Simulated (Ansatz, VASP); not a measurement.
## One calculation of Bi, two programs

```
Bi
1.0
    -1.87775    1.87775    1.87775
     1.87775   -1.87775    1.87775
     1.87775    1.87775   -1.87775
Bi
1
Direct
  0.00000 0.00000 0.00000
```

Alike in both runs: task single point; functional PBEsol; k mesh 13 × 13 × 13; occupations fermi-dirac, width 0.1 eV; no spin polarisation.

```csv
,VASP,Ansatz
version,VASP 6.6.1,Ansatz 0.2.0
potentials or method,"VASP PAW PBE potentials, release 64 (Bi_d), cutoff 520 eV","plane waves (420 eV) with PAW, scalar-relativistic"
valence electrons in the cell,15,15
```

```tsv
	VASP	Ansatz	Ansatz less VASP
pressure (GPa)	10.1	10.1	+0.06
```

VASP's potentials were made for PBE, not for PBEsol, and Ansatz warns of the same on its side.

Neither program's run includes spin-orbit coupling.
